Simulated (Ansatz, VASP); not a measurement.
Rh in VASP and in Ansatz

```
CELL_PARAMETERS angstrom
2.65528 0.00000 0.00000
0.00000 2.65528 0.00000
0.00000 0.00000 21.63270
ATOMIC_POSITIONS crystal
Rh 0.25000 0.25000 0.36981
Rh 0.75000 0.75000 0.45660
Rh 0.25000 0.25000 0.54340
Rh 0.75000 0.75000 0.63019
```

Alike in both runs: task single point; functional LDA; k mesh 15 × 15 × 1; occupations fermi-dirac, width 0.1 eV; no spin polarisation.

```csv
,VASP,Ansatz
version,VASP 6.6.1,Ansatz 0.2.0
potentials or method,"VASP PAW LDA potentials, release 64 (Rh_pv)","PAW with Ansatz's default frozen-core files, scalar-relativistic"
plane-wave cutoff (eV),520,420
valence electrons in the cell,60,68
```

Ansatz gave:

| Quantity | Value |
| --- | --- |
| rms of the force components (eV/Å) | 0.310 |

Q: What did VASP give for the same quantities?

A: rms of the force components (eV/Å): 0.297.

LDA's correlation is that of Perdew and Zunger in VASP and of Perdew and Wang (1992) in Ansatz. Atom by atom the forces differ by 0.018 eV/Å (rms over components). VASP's potentials hold 60 valence electrons a cell and Ansatz's 68, so a difference there can come from the potentials and not from the codes.
